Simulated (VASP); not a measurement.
Input of a VASP 6.6.1 run:

Contents of INCAR:

```
PREC = Accurate
ENCUT = 520
EDIFF = 1E-6
ISMEAR = 0
SIGMA = 0.1
LREAL = F
LASPH = T
NELM = 100
ALGO = Normal
ISIF = 2
LWAVE = F
LCHARG = F
GGA = PE
NBANDS = 33
```

KPOINTS

```
regular mesh
0
Gamma
  6 6 4
```

File POSCAR:

```
SrO
1.0
    6.1161420033      0.0000000000      0.0000000000
   -3.0580710017      5.2967343480      0.0000000000
    0.0000000000      0.0000000000      3.2066913311
Sr O
3 3
Direct
    0.6666700263     -0.0000007020      0.5000000000
    0.3333292717      0.3333299737      0.5000000000
    0.0000007020      0.6666707283      0.5000000000
    0.0000058104      0.3333170389      0.0000000000
    0.6666829611      0.6666887715      0.0000000000
    0.3333112285      0.9999941896      0.0000000000
```

Potentials or basis: VASP PAW PBE potentials, release 64 (Sr_sv, O).

Run with:

```sh
$ cat potpaw_PBE.64/Sr_sv/POTCAR potpaw_PBE.64/O/POTCAR > POTCAR
$ mpirun -np 1 vasp_std > vasp.out
```

**Question.** Predict the band gap on the k mesh.

**Answer.** 2.80 eV.

**Question.** Predict the pressure.

**Answer.** 0.7 GPa.

Caveat: the k points lie up to 0.49 Å⁻¹ apart. A k mesh can miss the band edges.
